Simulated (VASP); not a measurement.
# Al2Cu in VASP: a series of runs

Al2Cu is run at these levels: r2SCAN; tasks: relaxation of cell and atoms, single point.

Everything below comes from runs of VASP 6.6.1. Logs are shortened: lines on timing, memory, paths and dates and some standing lists are left out, and cuts for length are marked.

## (1) The cell of the first run

The typed cell holds 3 atoms: a = 4.041 Å, b = 4.041 Å, c = 4.041 Å, α = 120.00°, β = 120.00°, γ = 90.00°.

## (2) Relaxation of cell and atoms, r2SCAN, target pressure 1 GPa, at which the enthalpy is minimised

Input file POSCAR:

```
Al2Cu
1.0
   -2.0207714473      2.0207714473      2.8576738235
    2.0207714473     -2.0207714473      2.8576738235
    2.0207714473      2.0207714473     -2.8576738235
Al Cu
2 1
Direct
    0.7500000000      0.2500000000      0.5000000000
    0.2500000000      0.7500000000      0.5000000000
    0.5000000000      0.5000000000      0.0000000000
```

Input file INCAR.step1:

```
SYSTEM = Al2Cu
PREC = Accurate ; ENCUT = 600
ISMEAR = 0 ; SIGMA = 0.1
LREAL = .False. ; LASPH = .True.
NELM = 80 ; GGA = PE
ALGO = Normal ; EDIFF = 1E-4
LWAVE = .True. ; LCHARG = .False.
```

Input file INCAR.step2:

```
SYSTEM = Al2Cu
PREC = Accurate ; ENCUT = 600
EDIFF = 1E-7 ; ISMEAR = 0
SIGMA = 0.1 ; LREAL = .False.
LASPH = .True. ; NELM = 80
ALGO = Normal ; ISIF = 3
LWAVE = .False. ; LCHARG = .False.
METAGGA = R2SCAN ; LMIXTAU = .True.
IBRION = 2 ; NSW = 70
EDIFFG = -0.008 ; PSTRESS = 10.0
ISTART = 1
```

Input file KPOINTS:

```
Automatic mesh
0
Gamma
  14 14 14
  0 0 0
```

Potentials or basis: VASP PAW PBE potentials, release 64 (Al, Cu).

On the command line:

```bash
$ cat potpaw_PBE.64/Al/POTCAR potpaw_PBE.64/Cu/POTCAR > POTCAR
$ cp INCAR.step1 INCAR
$ mpirun -np 1 vasp_std > vasp.out
$ cp INCAR.step2 INCAR
$ mpirun -np 1 vasp_std > vasp.out
```

OUTCAR:

```text
SYSTEM = Al2Cu
   PREC = Accurate
   ENCUT = 600
   EDIFF = 1E-7
   ISMEAR = 0
   LREAL = .False.
   LASPH = .True.
   NELM = 80
   ISIF = 3
   METAGGA = R2SCAN
   IBRION = 2
   NSW = 70
   EDIFFG = -0.008
   PSTRESS = 10.0
   ISTART = 1

 ion  position               nearest neighbor table
   1  0.750  0.250  0.500-   3 2.47   3 2.47   3 2.47   3 2.47   2 2.86   2 2.86   2 2.86   2 2.86
                             2 2.86   2 2.86
   2  0.250  0.750  0.500-   3 2.47   3 2.47   3 2.47   3 2.47   1 2.86   1 2.86   1 2.86   1 2.86
                             1 2.86   1 2.86
   3  0.500  0.500  0.000-   1 2.47   2 2.47   1 2.47   2 2.47   2 2.47   1 2.47   2 2.47   1 2.47

  LATTYP: Found a body centered tetragonal cell.
 ALAT       =     4.0415428946
 C/A-ratio  =     1.4141499413

  Lattice vectors:

 A1 = (  -2.0207714473,   2.0207714473,   2.8576738235)
 A2 = (   2.0207714473,  -2.0207714473,   2.8576738235)
 A3 = (   2.0207714473,   2.0207714473,  -2.8576738235)

Analysis of symmetry for initial positions (statically):
=====================================================================
 Subroutine PRICEL returns:
 Original cell was already a primitive cell.

 Routine SETGRP: Setting up the symmetry group for a
 body centered tetragonal supercell.

 Subroutine GETGRP returns: Found 16 space group operations
 (whereof 16 operations were pure point group operations)
 out of a pool of 16 trial point group operations.

The static configuration has the point symmetry D_4h.

Analysis of symmetry for dynamics (positions and initial velocities):
=====================================================================
 Subroutine PRICEL returns:
 Original cell was already a primitive cell.

 Routine SETGRP: Setting up the symmetry group for a
 body centered tetragonal supercell.

 Subroutine GETGRP returns: Found 16 space group operations
 (whereof 16 operations were pure point group operations)
 out of a pool of 16 trial point group operations.

The dynamic configuration has the point symmetry D_4h.

 Subroutine INISYM returns: Found 16 space group operations
 (whereof 16 operations are pure point group operations),
 and found     1 'primitive' translations

----------------------------------------------------------------------------------------

                                     Primitive cell

[... 108 lines left out ...]
   EFERMI_NEDOS =   21; number of points for ismear=-14 and -15
   IALGO  =     38    algorithm
   IMIX   =      4    mixing-type and parameters
     AMIX     =   0.40;   BMIX     =  1.00
     AMIX_MAG =   1.60;   BMIX_MAG =  1.00
  volume/ion in A,a.u.               =      15.56       105.00
  Fermi-wavevector in a.u.,A,eV,Ry     =   1.169110  2.209298 18.596698  1.366819
  Thomas-Fermi vector in A             =   2.305588
   LORBIT       =      0    0 simple, 1 ext, 2 COOP (PROOUT), +10 PAW based schemes
   METAGGA = R2SCAN    functional components
   LHFCALC =     F    Hartree Fock is set to
   AEXX    =    0.0000 exact exchange contribution
   IVDW    =     0    specifies the selected vdW correction
   LEPSILON=     F    determine dielectric tensor
   LRPA    =     F    only Hartree local field effects (RPA)
 conjugate gradient relaxation of ions
 non-spin polarized calculation
 Gauss-broadening in eV      SIGMA  =   0.10
  energy-cutoff  :      600.00
  volume of cell :       46.68
 maximum number of plane-waves:      1588
   NGX = 17   NGY = 17   NGZ = 17

--------------------------------------- Ionic step        1  -------------------------------------------

 number of electron      17.0000013 magnetization

 Free energy of the ion-electron system (eV)
  ---------------------------------------------------
  ext. energy  EPLUGINS =         0.00000000
  ---------------------------------------------------
  free energy    TOTEN  =       -24.91585191 eV

  energy without entropy =      -24.91127253  energy(sigma->0) =      -24.91356222

------------------------ aborting loop because EDIFF is reached ----------------------------------------

  FORCE on cell =-STRESS in cart. coord.  units (eV):
  Direction    XX          YY          ZZ          XY          YZ          ZX
  --------------------------------------------------------------------------------------
  -------------------------------------------------------------------------------------
  Total        0.2651883      0.2651883      0.2668145      0.0000000     -0.0000000      0.0000000
  in kB        9.1024427      9.1024427      9.1582590      0.0000000     -0.0000000      0.0000000
  external PRESSURE =      -0.8789519 kB  Pullay stress =      10.0000000 kB
[... 65 lines left out ...]
--------------------------------------- Ionic step        3  -------------------------------------------

 number of electron      17.0000013 magnetization

 Free energy of the ion-electron system (eV)
  ---------------------------------------------------
  ext. energy  EPLUGINS =         0.00000000
  ---------------------------------------------------
  free energy    TOTEN  =       -24.91570294 eV

  energy without entropy =      -24.91112657  energy(sigma->0) =      -24.91341475

 E-fermi :   7.1578     XC(G=0): -11.2738

 val. band max:        7.1323589736   @ k =  -0.0714   0.4286   0.0714
 cond. band min:       7.1836185159   @ k =  -0.1429   0.4286   0.1429
 fundamental gap:      0.0512595422
 Fermi energy:         7.1577809283

 k-point     1 :       0.0000    0.0000    0.0000
  band No.  band energies     occupation
      1      -3.7109      2.00000
      2       2.3574      2.00000
      3       2.3575      2.00000
      4       2.3576      2.00000
      5       2.9313      2.00000
      6       2.9313      2.00000
      7      10.1913      0.00000
      8      10.1913      0.00000
      9      10.1916      0.00000
     10      10.3146      0.00000
     11      10.3150      0.00000
     12      10.3150      0.00000
[... 331 lines left out ...]
 k-point    24 :       0.2857    0.1429    0.0000
  band No.  band energies     occupation
      1      -1.9018      2.00000
      2       1.7064      2.00000
      3       2.4312      2.00000
      4       2.5694      2.00000
      5       2.8726      2.00000
      6       3.0118      2.00000
      7       3.9423      2.00000
      8       5.9521      2.00000
      9       8.1353      0.00000
     10      10.4844      0.00000
     11      11.0315      0.00000
     12      12.5977      0.00000

 [... further k-points ...]

------------------------ aborting loop because EDIFF is reached ----------------------------------------

  FORCE on cell =-STRESS in cart. coord.  units (eV):
  Direction    XX          YY          ZZ          XY          YZ          ZX
  --------------------------------------------------------------------------------------
  -------------------------------------------------------------------------------------
  Total        0.2870550      0.2870550      0.2882760      0.0000000      0.0000000      0.0000000
  in kB        9.8582244      9.8582244      9.9001579      0.0000000      0.0000000      0.0000000
  external PRESSURE =      -0.1277978 kB  Pullay stress =      10.0000000 kB
[... 22 lines left out ...]
  energy  without entropy=      -24.9111265667  energy(sigma->0) =      -24.91341475

  enthalpy is  TOTEN    =       -24.6245197041 eV   P V=        0.2911832323

 reached required accuracy - stopping structural energy minimisation
```

OUTCAR.step1:

```text
SYSTEM = Al2Cu
   PREC = Accurate
   ENCUT = 600
   ISMEAR = 0
   LREAL = .False.
   LASPH = .True.
[... 587 lines left out ...]
     -0.00000      2.02077      1.42884         0.000000     -0.000000      0.000000
      2.02077     -0.00000      1.42884        -0.000000      0.000000     -0.000000
      0.00000      0.00000      2.85767        -0.000000      0.000000      0.000000
 -----------------------------------------------------------------------------------
    total drift:                               -0.000000      0.000000     -0.000000

  FREE ENERGIE OF THE ION-ELECTRON SYSTEM (eV)
  ---------------------------------------------------
  free  energy   TOTEN  =       -11.7286235491 eV

  energy  without entropy=      -11.7236291058  energy(sigma->0) =      -11.72612633
```

OSZICAR.step1:

```text
N       E                     dE             d eps       ncg     rms          rms(c)
DAV:   1     0.738251241326E+02    0.73825E+02   -0.77465E+03  5864   0.169E+03
DAV:   2    -0.103666654468E+02   -0.84192E+02   -0.78467E+02  5884   0.261E+02
DAV:   3    -0.140429635882E+02   -0.36763E+01   -0.34971E+01  7780   0.704E+01
DAV:   4    -0.141181638280E+02   -0.75200E-01   -0.75072E-01  7392   0.794E+00
DAV:   5    -0.141209941230E+02   -0.28303E-02   -0.28300E-02  8612   0.167E+00    0.152E+01
DAV:   6    -0.163352181970E+02   -0.22142E+01   -0.62876E+01  6572   0.295E+02    0.123E+01
DAV:   7    -0.119119222125E+02    0.44233E+01   -0.13838E+01  7004   0.106E+02    0.251E+00
DAV:   8    -0.117476677230E+02    0.16425E+00   -0.13031E+00  8568   0.366E+01    0.134E+00
DAV:   9    -0.117325194114E+02    0.15148E-01   -0.81215E-02  9260   0.478E+00    0.473E-01
DAV:  10    -0.117309690577E+02    0.15504E-02   -0.13249E-03  8884   0.102E+00    0.366E-01
DAV:  11    -0.117287334800E+02    0.22356E-02   -0.47698E-03  7584   0.260E+00    0.847E-02
DAV:  12    -0.117286402613E+02    0.93219E-04   -0.13108E-03  8468   0.111E+00    0.327E-02
DAV:  13    -0.117286235491E+02    0.16712E-04   -0.50386E-05  3404   0.218E-01
   1 F= -.11728624E+02 E0= -.11726126E+02  d E =-.499444E-02
```

Run time: 24 min. Hardware: 1 thread of Oxide Virtual Turin-like, shared host; peak memory 0.31 GiB.

Results:

```yaml
Free_energy: -24.9157 eV
Relaxed_volume: 15.55 Å³/atom
Relaxed_cell: a = 4.041 Å, b = 4.041 Å, c = 4.041 Å, α = 120.00°, β = 120.00°, γ = 90.00°
Space_group_after_relaxing_to_0.1_Å: Fm-3m (No. 225)
Energy_change_on_relaxing_the_run_minimises_the_enthalpy: +0.0 meV/atom
Ionic_steps: 3
Pressure_after_relaxing: 1.0 GPa
Band_gap_on_the_k_mesh: zero (an odd number of electrons rules out a gap without spin polarisation)
```

Step by step:
```tsv
step	energy change (eV)	largest force (eV/Å)	pressure (GPa)	volume (Å³)
1	0.0000	0.0000	0.91	46.68
2	0.0004	0.0000	1.10	46.62
3	0.0001	0.0000	0.99	46.65
```

Final structure:
```cif
data_structure
_symmetry_space_group_name_H-M 'P 1'
_symmetry_Int_Tables_number 1
_cell_length_a 4.0407
_cell_length_b 4.0407
_cell_length_c 4.0407
_cell_angle_alpha 119.999
_cell_angle_beta 119.999
_cell_angle_gamma 90.002
_cell_volume 46.65
loop_
_atom_site_label
_atom_site_type_symbol
_atom_site_fract_x
_atom_site_fract_y
_atom_site_fract_z
_atom_site_occupancy
Al1 Al 0.75000 0.25000 0.50000 1
Al2 Al 0.25000 0.75000 0.50000 1
Cu1 Cu 0.50000 0.50000 0.00000 1
```

Levels at points of the mesh, in eV from the Fermi level:
| k point | band 6 | band 7 | band 8 | band 9 | band 10 | band 11 | band 12 |
| --- | --- | --- | --- | --- | --- | --- | --- |
| (0.00, 0.00, 0.00) | -4.23 | 3.03 | 3.03 | 3.03 | 3.16 | 3.16 | 3.16 |
| (0.50, 0.00, 0.00) | -4.15 | -4.15 | 0.61 | 0.61 | 3.15 | 3.15 | 4.36 |
| (0.50, 0.50, 0.00) | -4.05 | -3.94 | -2.16 | -2.16 | 0.61 | 1.77 | 9.51 |
| (0.50, 0.50, 0.50) | -4.05 | -3.94 | -2.16 | -2.16 | 0.61 | 1.77 | 9.51 |

Caveat: the cell is relaxed towards a set pressure, so the run minimises the enthalpy, not the energy; the PAW data sets were made with another functional, which shifts forces and pressure a little.

## (3) Single point, r2SCAN

This run uses another cell than the first one: it holds 12 atoms, not 3.

Input file POSCAR:

```
Al2Cu
1.0
    0.0000000000      0.0000000000      5.7339750267
   -4.0547150336      4.0547150336      0.0000000000
   -4.0547150336     -4.0547150336      0.0000000000
Al Cu
8 4
Direct
    0.2500000000      0.7500000000      0.2500000000
    0.7500000000      0.2500000000      0.2500000000
    0.2500000000      0.2500000000      0.7500000000
    0.7500000000      0.7500000000      0.7500000000
    0.2500000000      0.2500000000      0.2500000000
    0.7500000000      0.7500000000      0.2500000000
    0.2500000000      0.7500000000      0.7500000000
    0.7500000000      0.2500000000      0.7500000000
    0.0000000000      0.5000000000      0.0000000000
    0.5000000000      0.0000000000      0.0000000000
    0.0000000000      0.0000000000      0.5000000000
    0.5000000000      0.5000000000      0.5000000000
```

Input file INCAR.step1:

```
SYSTEM = Al2Cu
PREC     = Accurate       ! precision mode
ENCUT    = 520            ! plane-wave cutoff, eV
ISMEAR   = 0              ! smearing method
SIGMA    = 0.15           ! smearing width, eV
LREAL    = .FALSE.        ! projectors in reciprocal space
LASPH    = .TRUE.         ! aspherical terms in the spheres
NELM     = 60             ! most SCF steps
NBANDS   = 46             ! bands
GGA      = PE             ! functional
ALGO     = Normal         ! electronic algorithm
EDIFF    = 1E-4           ! SCF threshold, eV
LWAVE    = .TRUE.         ! write WAVECAR
LCHARG   = .FALSE.        ! write CHGCAR
```

Input file INCAR.step2:

```
SYSTEM = Al2Cu
PREC     = Accurate       ! precision mode
ENCUT    = 520            ! plane-wave cutoff, eV
EDIFF    = 1E-6           ! SCF threshold, eV
ISMEAR   = 0              ! smearing method
SIGMA    = 0.15           ! smearing width, eV
LREAL    = .FALSE.        ! projectors in reciprocal space
LASPH    = .TRUE.         ! aspherical terms in the spheres
NELM     = 60             ! most SCF steps
ALGO     = Normal         ! electronic algorithm
ISIF     = 2              ! what is computed and relaxed
LWAVE    = .FALSE.        ! write WAVECAR
LCHARG   = .FALSE.        ! write CHGCAR
METAGGA  = R2SCAN         ! meta-GGA
LMIXTAU  = .TRUE.       
NBANDS   = 46             ! bands
ISTART   = 1
```

Input file KPOINTS:

```
regular mesh
0
G
  8 8 8
  0 0 0
```

Potentials or basis: VASP PAW PBE potentials, release 64 (Al, Cu).

On the command line:

```bash
$ cat potpaw_PBE.64/Al/POTCAR potpaw_PBE.64/Cu/POTCAR > POTCAR
$ cp INCAR.step1 INCAR
$ mpirun -np 1 vasp_std > vasp.out
$ cp INCAR.step2 INCAR
$ mpirun -np 1 vasp_std > vasp.out
```

Wall time 1.6 h (1 thread of Oxide Virtual Turin-like, shared host); peak memory 0.65 GiB.

Results (log left out):

```yaml
Free_energy: -99.7035 eV
Pressure: -0.1 GPa
Band_gap_on_the_k_mesh: zero (bands 34 and 35 overlap by 1.92 eV)
```

Levels at points of the mesh, in eV from the Fermi level:
```tsv
k point	band 32	band 33	band 34	band 35	band 36	band 37
(0.00, 0.00, 0.00)	-2.13	-2.13	0.58	0.58	0.58	1.78
(0.50, 0.00, 0.00)	-0.58	-0.58	-0.58	-0.49	-0.49	1.29
(0.00, 0.50, 0.00)	-0.58	-0.58	-0.58	-0.49	-0.49	1.30
(0.50, 0.50, 0.00)	-2.76	0.35	0.35	0.35	0.35	2.73
(0.00, 0.50, 0.50)	-2.75	0.35	0.35	0.35	0.35	2.73
(0.50, 0.50, 0.50)	0.62	0.62	0.62	0.62	0.62	3.13
```

Caveat: the PAW data sets were made with another functional, which shifts forces and pressure a little.

The gap in the log of VASP goes by the Fermi energy; the results here count the filled bands.